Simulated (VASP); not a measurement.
SnS2, 3 atoms in the cell. Symmetry: P-3m1, No. 164, trigonal system. Conventional cell: a = 3.639 Å, b = 3.639 Å, c = 5.868 Å, α = 90.00°, β = 90.00°, γ = 120.00°. Within 3.4 Å of Sn (site symmetry -3m) lie 6 S at 2.56 Å. S (site symmetry 3m) has 3 Sn at 2.56 Å within 3.4 Å. 

```yaml
Program: VASP 6.6.1
Task: relaxation of cell and atoms
Functional: RPBE
Potentials_or_basis: VASP PAW PBE potentials, release 64 (Sn_d, S)
Cutoff: 500 eV
k_mesh: 12 × 12 × 4
Occupations: gaussian, width 0.01 eV
Spin: no spin polarisation
Dipole_correction: no
Further_INCAR_settings: ALGO = Normal; EDIFF = 1e-07; IBRION = 2; EDIFFG = -0.02; NSW = 80; ISIF = 3
```

Potentials or basis: VASP PAW PBE potentials, release 64 (Sn_d, S).

Command:

```sh
$ cat potpaw_PBE.64/Sn_d/POTCAR potpaw_PBE.64/S/POTCAR > POTCAR
$ mpirun -np 1 vasp_std > vasp.out
```

Hardware: 1 thread of Intel(R) Xeon(R) 6975P-C (Granite Rapids), on a shared host.

Q: Estimate the wall time of this run.

A: It took 9.4 min on 1 thread of Intel(R) Xeon(R) 6975P-C (Granite Rapids), on a shared host, peak memory 0.25 GiB. Counts: scf iterations 278, k points 69, ion steps 30.
